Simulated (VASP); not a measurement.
# Pt in VASP: notebook, part 3 of 3

VASP 6.6.1. Earlier steps stand in the parts before.

## 4. Single point, r2SCAN (strain along c alone, the other axes held: +1.0 %)

Contents of POSCAR:

```
Pt
1.0
    1.9701103813      1.9701103813      0.0000000000
   -1.9701103813      1.9701103813      0.0000000000
    0.0000000000      0.0000000000      3.9796229703
Pt
2
Direct
    0.0000000000      0.0000000000      0.0000000000
    0.5000000000      0.5000000000      0.5000000000
```

Contents of INCAR.step1:

```
SYSTEM = Pt
ALGO = Normal
EDIFF = 1E-4
ENCUT = 520
GGA = PE
ISMEAR = 0
LASPH = .True.
LCHARG = .False.
LREAL = .False.
LWAVE = .True.
NBANDS = 17
NELM = 80
PREC = Accurate
SIGMA = 0.1
```

Contents of INCAR.step2:

```
SYSTEM = Pt
ALGO = Normal
EDIFF = 1E-7
ENCUT = 520
ISIF = 2
ISMEAR = 0
ISTART = 1
LASPH = .True.
LCHARG = .False.
LMIXTAU = .True.
LREAL = .False.
LWAVE = .False.
METAGGA = R2SCAN
NBANDS = 17
NELM = 80
PREC = Accurate
SIGMA = 0.1
```

Contents of KPOINTS:

```
k-points
0
Gamma
  18 18 14
  0 0 0
```

Potentials or basis: VASP PAW PBE potentials, release 64 (Pt).

The run is started by

```sh
cat potpaw_PBE.64/Pt/POTCAR > POTCAR
cp INCAR.step1 INCAR
mpirun -np 1 vasp_std > vasp.out
cp INCAR.step2 INCAR
mpirun -np 1 vasp_std > vasp.out
```

OUTCAR:

```text
SYSTEM = Pt
   EDIFF = 1E-7
   ENCUT = 520
   ISIF = 2
   ISMEAR = 0
   ISTART = 1
   LASPH = .True.
   LREAL = .False.
   METAGGA = R2SCAN
   NELM = 80
   PREC = Accurate

 ion  position               nearest neighbor table
   1  0.000  0.000  0.000-   2 2.80   2 2.80   2 2.80   2 2.80   2 2.80   2 2.80   2 2.80   2 2.80

   2  0.500  0.500  0.500-   1 2.80   1 2.80   1 2.80   1 2.80   1 2.80   1 2.80   1 2.80   1 2.80

  LATTYP: Found a simple tetragonal cell.
 ALAT       =     2.7861568206
 C/A-ratio  =     1.4283556980

  Lattice vectors:

 A1 = (   1.9701103813,   1.9701103813,   0.0000000000)
 A2 = (  -1.9701103813,   1.9701103813,   0.0000000000)
 A3 = (   0.0000000000,   0.0000000000,   3.9796229703)

Analysis of symmetry for initial positions (statically):
=====================================================================
 Subroutine PRICEL returns following result:

  LATTYP: Found a body centered tetragonal cell.
 ALAT       =     2.7861568206
 C/A-ratio  =     1.4283556980

  Lattice vectors:

 A1 = (   1.9701103813,   0.0000000000,  -1.9898114852)
 A2 = (  -1.9701103813,   0.0000000000,  -1.9898114851)
 A3 = (   0.0000000000,   1.9701103813,   1.9898114851)

   2 primitive cells build up your supercell.

 Routine SETGRP: Setting up the symmetry group for a
 simple tetragonal supercell.

 Subroutine GETGRP returns: Found 16 space group operations
 (whereof 16 operations were pure point group operations)
 out of a pool of 16 trial point group operations.

The static configuration has the point symmetry D_4h.

Analysis of symmetry for dynamics (positions and initial velocities):
=====================================================================
 Subroutine PRICEL returns following result:

  LATTYP: Found a body centered tetragonal cell.
 ALAT       =     2.7861568206
 C/A-ratio  =     1.4283556980

  Lattice vectors:

 A1 = (   1.9701103813,   0.0000000000,  -1.9898114852)
 A2 = (  -1.9701103813,   0.0000000000,  -1.9898114851)
 A3 = (   0.0000000000,   1.9701103813,   1.9898114851)

   2 primitive cells build up your supercell.

 Routine SETGRP: Setting up the symmetry group for a
 simple tetragonal supercell.

 Subroutine GETGRP returns: Found 16 space group operations
 (whereof 16 operations were pure point group operations)
 out of a pool of 16 trial point group operations.

The dynamic configuration has the point symmetry D_4h.

 Subroutine INISYM returns: Found 16 space group operations
 (whereof 16 operations are pure point group operations),
 and found     2 'primitive' translations

----------------------------------------------------------------------------------------

                                     Primitive cell

  volume of cell :      15.4462

  direct lattice vectors                    reciprocal lattice vectors
     1.970110381  0.000000000 -1.989811485     0.253792886  0.253792886 -0.251280085
    -1.970110381  0.000000000 -1.989811485    -0.253792886  0.253792886 -0.251280085
     0.000000000  1.970110381  1.989811485     0.000000000  0.507585773  0.000000000

  length of vectors
[... 27 lines left out ...]
  Shift w.r.t. Gamma in fractional coordinates (k-lattice)
     0.000000000  0.000000000  0.000000000

 Subroutine IBZKPT returns following result:
 ===========================================

 Found    440 irreducible k-points:

 Following reciprocal coordinates:
            Coordinates               Weight
  0.000000  0.000000  0.000000      1.000000
  0.055556  0.000000  0.000000      4.000000
  0.111111  0.000000  0.000000      4.000000
  0.166667  0.000000  0.000000      4.000000
  0.222222  0.000000  0.000000      4.000000
  0.277778  0.000000  0.000000      4.000000
[... 16 lines left out ...]
  0.277778  0.111111  0.000000      8.000000
  0.333333  0.111111  0.000000      8.000000
 [... further k-points ...]
   k-points           NKPTS =    440   k-points in BZ     NKDIM =    440   number of bands    NBANDS=     17
   number of dos      NEDOS =    301   number of ions     NIONS =      2
   total plane-waves  NPLWV =  17280
   dimension x,y,z NGX =    24 NGY =   24 NGZ =   30
   dimension x,y,z NGXF=    48 NGYF=   48 NGZF=   60
   ions per type =               2
   NGX,Y,Z   is equivalent  to a cutoff of  14.32, 14.32, 12.53 a.u.
   NGXF,Y,Z  is equivalent  to a cutoff of  28.64, 28.64, 25.06 a.u.
 SYSTEM =  Pt
   PREC   = accura    normal or accurate (medium, high low for compatibility)
   ISTART =      1    job   : 0-new  1-cont  2-samecut
   ICHARG =      0    charge: 1-file 2-atom 10-const
   ISPIN  =      1    spin polarized calculation?
   LNONCOLLINEAR =      F non collinear calculations
   LSORBIT =      F    spin-orbit coupling
   LASPH  =      T    aspherical Exc in radial PAW
   ENCUT  =  520.0 eV  38.22 Ry    6.18 a.u.   5.18  5.18  7.40*2*pi/ulx,y,z
   NELM   =     80;   NELMIN=  2; NELMDL=  0     # of ELM steps
   EDIFF  = 0.1E-06   stopping-criterion for ELM
   LREAL  =      F    real-space projection
   EDIFFG = 0.1E-05   stopping-criterion for IOM
   NSW    =      0    number of steps for IOM
   IBRION =     -1    ionic relax: 0-MD 1-quasi-New 2-CG
   NFREE  =      0    steps in history (QN), initial steepest desc. (CG)
   ISIF   =      2    stress and relaxation
   ISYM   =      2    0-nonsym 1-usesym 2-fastsym
   POTIM  = 0.5000    time-step for ionic-motion
   TEBEG  =    0.0;   TEEND  =   0.0 temperature during run
   PSTRESS=    0.0 pullay stress
   NELECT =      20.0000    total number of electrons
   NUPDOWN=      -1.0000    fix difference up-down
   EMIN   =  10.00;   EMAX   =-10.00  energy-range for DOS
   EFERMI =   0.00;   METHOD = LEGACY
   ISMEAR =     0;   SIGMA  =   0.10  broadening in eV -4-tet -1-fermi 0-gaus
   EFERMI_NEDOS =   21; number of points for ismear=-14 and -15
   IALGO  =     38    algorithm
   IMIX   =      4    mixing-type and parameters
     AMIX     =   0.40;   BMIX     =  1.00
     AMIX_MAG =   1.60;   BMIX_MAG =  1.00
  volume/ion in A,a.u.               =      15.45       104.24
  Fermi-wavevector in a.u.,A,eV,Ry     =   1.416230  2.676287 27.289309  2.005708
  Thomas-Fermi vector in A             =   2.537586
   LORBIT       =      0    0 simple, 1 ext, 2 COOP (PROOUT), +10 PAW based schemes
   METAGGA = R2SCAN    functional components
   LHFCALC =     F    Hartree Fock is set to
   AEXX    =    0.0000 exact exchange contribution
   IVDW    =     0    specifies the selected vdW correction
   LEPSILON=     F    determine dielectric tensor
   LRPA    =     F    only Hartree local field effects (RPA)
 non-spin polarized calculation
 Gauss-broadening in eV      SIGMA  =   0.10
  energy-cutoff  :      520.00
  volume of cell :       30.89
 maximum number of plane-waves:       858
 NGX is ok and might be reduce to    24
   NGX = 11   NGY = 11   NGZ = 15

 number of electron      20.0000000 magnetization

 Free energy of the ion-electron system (eV)
  ---------------------------------------------------
  ext. energy  EPLUGINS =         0.00000000
  ---------------------------------------------------
  free energy    TOTEN  =      -103.00730054 eV

  energy without entropy =     -102.98832970  energy(sigma->0) =     -102.99781512

 E-fermi :  10.5554     XC(G=0): -14.4660

 val. band max:       10.5541197870   @ k =   0.5000   0.1111   0.5000
 cond. band min:      10.5555302335   @ k =   0.5000   0.3333   0.3571
 fundamental gap:      0.0014104465
 Fermi energy:        10.5553915005

 k-point     1 :       0.0000    0.0000    0.0000
  band No.  band energies     occupation
      1       0.3415      2.00000
      2       3.5221      2.00000
      3       3.9531      2.00000
      4       6.7169      2.00000
      5       6.8332      2.00000
      6       6.8332      2.00000
[... 457 lines left out ...]
      4       5.6783      2.00000
      5       6.4251      2.00000
      6       6.9770      2.00000
[... 9 lines left out ...]
     16      25.9263      0.00000
     17      27.5831      0.00000

 [... further k-points ...]

------------------------ aborting loop because EDIFF is reached ----------------------------------------

  FORCE on cell =-STRESS in cart. coord.  units (eV):
  Direction    XX          YY          ZZ          XY          YZ          ZX
  --------------------------------------------------------------------------------------
  -------------------------------------------------------------------------------------
  Total       -0.3390572     -0.3390572     -0.4884605      0.0000000      0.0000000      0.0000000
  in kB      -17.5845189    -17.5845189    -25.3330197      0.0000000      0.0000000      0.0000000
  external PRESSURE =     -20.1673525 kB  Pullay stress =       0.0000000 kB

 VOLUME and BASIS-vectors are now :
 -----------------------------------------------------------------------------
  energy-cutoff  :      520.00
  volume of cell :       30.89
      direct lattice vectors                 reciprocal lattice vectors
     1.970110381  1.970110381  0.000000000     0.253792886  0.253792886  0.000000000
    -1.970110381  1.970110381  0.000000000    -0.253792886  0.253792886  0.000000000
     0.000000000  0.000000000  3.979622970     0.000000000  0.000000000  0.251280085

 POSITION                                       TOTAL-FORCE (eV/Angst)
 -----------------------------------------------------------------------------------
      0.00000      0.00000      0.00000         0.000000      0.000000      0.000000
      0.00000      1.97011      1.98981        -0.000000     -0.000000     -0.000000
 -----------------------------------------------------------------------------------
    total drift:                               -0.000000      0.000000     -0.000000

  FREE ENERGIE OF THE ION-ELECTRON SYSTEM (eV)
  ---------------------------------------------------
  free  energy   TOTEN  =      -103.0073005429 eV

  energy  without entropy=     -102.9883297045  energy(sigma->0) =     -102.99781512
```

It took 7.1 min on 1 thread of Intel Xeon Platinum 8488C (Sapphire Rapids), shared host; peak memory 0.3 GiB.

What came out:

* Free energy: -103.0073 eV
* Pressure: -2.0 GPa
* Band gap on the k mesh: zero (bands 10 and 11 overlap by 1.70 eV)

Stress tensor (GPa, compression positive):
```
-1.76  0.00  0.00
 0.00 -1.76  0.00
 0.00  0.00 -2.53
```

Levels at points of the mesh, in eV from the Fermi level:
| k point | band 7 | band 8 | band 9 | band 10 | band 11 | band 12 | band 13 | band 14 |
| --- | --- | --- | --- | --- | --- | --- | --- | --- |
| (0.00, 0.00, 0.00) | -1.75 | -1.62 | -0.05 | 0.50 | 0.50 | 1.87 | 8.91 | 12.07 |
| (0.50, 0.00, 0.00) | -2.57 | -2.57 | -1.67 | -1.67 | 1.98 | 1.98 | 11.07 | 11.07 |
| (0.50, 0.50, 0.00) | 0.46 | 0.46 | 0.56 | 0.56 | 2.07 | 2.07 | 9.17 | 9.17 |
| (0.00, 0.00, 0.50) | -2.07 | -2.07 | -2.07 | -2.07 | -0.88 | -0.88 | 17.81 | 17.81 |
| (0.50, 0.00, 0.50) | -0.20 | -0.20 | 0.00 | 0.00 | 0.06 | 0.06 | 5.98 | 5.98 |
| (0.50, 0.50, 0.50) | -2.03 | -2.03 | 0.56 | 0.56 | 7.48 | 7.48 | 8.56 | 8.56 |

Caveat: the cell differs from its parent crystal (strain along c alone, the other axes held: +1.0 %); the PAW data sets were made with another functional, which shifts forces and pressure a little; spin-orbit coupling is left out, which moves the levels of the heavy elements.

## 5. Single point, r2SCAN (strain along c alone, the other axes held: +2.0 %)

Edit POSCAR of step 4 so:

```diff
@@ -4,3 +4,3 @@
    -1.9701103813      1.9701103813      0.0000000000
-    0.0000000000      0.0000000000      3.9796229703
+    0.0000000000      0.0000000000      4.0190251779
 Pt
```

Contents of INCAR.step1:

```
SYSTEM = Pt
PREC = Accurate ; ENCUT = 520
ISMEAR = 0 ; SIGMA = 0.1
LREAL = .FALSE. ; LASPH = .TRUE.
NELM = 80 ; NBANDS = 17
GGA = PE ; ALGO = Normal
EDIFF = 1E-4 ; LWAVE = .TRUE.
LCHARG = .FALSE.
```

Contents of INCAR.step2:

```
SYSTEM = Pt
PREC = Accurate ; ENCUT = 520
EDIFF = 1E-6 ; ISMEAR = 0
SIGMA = 0.1 ; LREAL = .FALSE.
LASPH = .TRUE. ; NELM = 80
ALGO = Normal ; ISIF = 2
LWAVE = .FALSE. ; LCHARG = .FALSE.
METAGGA = R2SCAN ; LMIXTAU = .TRUE.
NBANDS = 17 ; ISTART = 1
```

Contents of KPOINTS:

```
regular mesh
0
G
  18 18 14
  0 0 0
```

The run is started by

```sh
cat potpaw_PBE.64/Pt/POTCAR > POTCAR
cp INCAR.step1 INCAR
mpirun -np 1 vasp_std > vasp.out
cp INCAR.step2 INCAR
mpirun -np 1 vasp_std > vasp.out
```

It took 7.2 min on 1 thread of Intel Xeon Platinum 8488C (Sapphire Rapids), shared host; peak memory 0.3 GiB.

The run converged. Its results:

| Item | Value |
| --- | --- |
| Free energy | -102.9997 eV |
| Pressure | -4.5 GPa |
| Band gap on the k mesh | zero (bands 10 and 11 overlap by 1.70 eV) |

Stress tensor (GPa, compression positive):
```
-3.95  0.00  0.00
 0.00 -3.95  0.00
 0.00  0.00 -5.57
```

Levels at points of the mesh, in eV from the Fermi level:
```
           k point  band 7  band 8  band 9  band 10  band 11  band 12  band 13  band 14
(0.00, 0.00, 0.00)   -1.79   -1.53   -0.05     0.48     0.48     1.77     8.63    12.16
(0.50, 0.00, 0.00)   -2.51   -2.51   -1.62    -1.62     2.02     2.02    10.87    10.87
(0.50, 0.50, 0.00)    0.40    0.40    0.60     0.60     2.15     2.15     9.15     9.15
(0.00, 0.00, 0.50)   -2.00   -2.00   -2.00    -2.00    -0.83    -0.83    17.75    17.75
(0.50, 0.00, 0.50)   -0.15   -0.15   -0.03    -0.03     0.08     0.08     5.90     5.90
(0.50, 0.50, 0.50)   -2.00   -2.00    0.60     0.60     7.52     7.52     8.49     8.49
```

Caveat: the cell differs from its parent crystal (strain along c alone, the other axes held: +2.0 %); the cell stands under tension; the PAW data sets were made with another functional, which shifts forces and pressure a little; spin-orbit coupling is left out, which moves the levels of the heavy elements.

## 6. Overview

| cell | k mesh | gap on the mesh (eV) | pressure (GPa) |
| --- | --- | --- | --- |
| a = 5.572 Å, angles 60.0°, 8 atoms, atomic positions A | 8 × 8 × 8 | none | 0.6 |
| a = 2.786, b = 2.786, c = 3.940 Å, 2 atoms, atomic positions B | 18 × 18 × 14 | none | 0.6 |
| a = 2.786, b = 2.786, c = 3.980 Å, 2 atoms, atomic positions B | 18 × 18 × 14 | none | -2.0 |
| a = 2.786, b = 2.786, c = 4.019 Å, 2 atoms, atomic positions B | 18 × 18 × 14 | none | -4.5 |

Alike in all rows: task single point; level r2SCAN; potentials or basis VASP PAW PBE potentials, release 64 (Pt); no spin polarisation; cutoff (eV) 520; smearing gaussian 0.1 eV.

Caveats: the PAW data sets were made with another functional, which shifts forces and pressure a little; spin-orbit coupling is left out, which moves the levels of the heavy elements; the cell stands under tension (at least some runs).

Total energies depend on the potentials used, so only differences within one code and one set of settings carry meaning.
